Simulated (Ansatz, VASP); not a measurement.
ZrRe3: VASP beside Ansatz

```xyz
8
Lattice="5.5733 0.0000 0.0000 -2.7867 4.8267 0.0000 0.0000 0.0000 4.4735" Properties=species:S:1:pos:R:3 pbc="T T T"
Zr    0.0000    3.2178    1.1184
Zr    2.7867    1.6089    3.3551
Re    2.7867    3.2146    1.1184
Re   -1.3905    4.0206    3.3551
Re    1.3961    0.8061    1.1184
Re    0.0000    1.6121    3.3551
Re    4.1772    0.8061    1.1184
Re    1.3905    4.0206    3.3551
```

Alike in both runs: task relaxation of cell and atoms; functional PBE; k mesh 6 × 6 × 4; occupations gaussian, width 0.1 eV; no spin polarisation.

|  | VASP | Ansatz |
| --- | --- | --- |
| version | VASP 6.6.1 | Ansatz 0.2.0 |
| potentials or method | VASP PAW PBE potentials, release 64 (Zr_sv, Re), cutoff 600 eV | scalar-relativistic, plane waves, PAW |
| valence electrons in the cell | 66 | 114 |

Ansatz gave:

```
gap on the k mesh at the Fermi level, each at its own relaxed structure (eV) : none
relaxed volume (Å³/atom)                                                     : 16.56
relaxed cell length with the largest relative difference (Å)                 : 5.651
```

Q: Estimate VASP's values.

A: gap on the k mesh at the Fermi level, each at its own relaxed structure (eV): none; relaxed volume (Å³/atom): 16.55; relaxed cell length with the largest relative difference (Å): 5.650.

A gap of «none» marks a metal or a gap that the smearing closes. VASP's potentials hold 66 valence electrons a cell and Ansatz's 114, so a difference there can come from the potentials and not from the codes.

Neither program's run includes spin-orbit coupling.
